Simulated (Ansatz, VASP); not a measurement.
# Two plane-wave programs on Sn

INCAR

```
SYSTEM = Sn
ALGO = Normal
EDIFF = 1E-7
ENCUT = 520
GGA = PE
ISIF = 2
ISMEAR = -1
LASPH = .TRUE.
LCHARG = .FALSE.
LREAL = .FALSE.
LWAVE = .FALSE.
NBANDS = 13
NELM = 80
PREC = Accurate
SIGMA = 0.1
```

KPOINTS

```
k-points
0
G
  19 19 19
  0 0 0
```

Contents of POSCAR:

```
Sn
1.0
   -1.9286239478      1.9286239478      1.9286239478
    1.9286239478     -1.9286239478      1.9286239478
    1.9286239478      1.9286239478     -1.9286239478
Sn
1
Direct
    0.0000000000      0.0000000000      0.0000000000
```

Input for Ansatz:

```yaml
crystal:
  lattice:
    - [-1.9286239478, 1.9286239478, 1.9286239478]
    - [1.9286239478, -1.9286239478, 1.9286239478]
    - [1.9286239478, 1.9286239478, -1.9286239478]
  atoms:
    - { symbol: Sn, position: [0.0, 0.0, 0.0] }
hamiltonian:
  xc: pbe
  pseudopotentials:
    kind: paw
    azcp:
      Sn: "pseudopotentials/Sn.paw.azcp"
basis:
  ecutwfc: 420
  fft_grid_basis: typed
kpoints:
  mp_grid: { grid: [19, 19, 19], shift: [0, 0, 0] }
magnetization:
  spin_polarized: false
scf:
  occupations: { method: fermi_dirac, width: 0.1 }
output:
  stress: true
```

Alike in both runs: task single point; functional PBE; k mesh 19 × 19 × 19; occupations fermi-dirac, width 0.1 eV; no spin polarisation.

```csv
,VASP,Ansatz
version,VASP 6.6.1,Ansatz 0.2.0
potentials or method,"VASP PAW PBE potentials, release 64 (Sn_d), cutoff 520 eV","plane waves (420 eV) with PAW, scalar-relativistic"
valence electrons in the cell,14,14
```

```csv
,VASP,Ansatz,Ansatz less VASP
pressure (GPa),-1.6,-1.6,+0.05
```
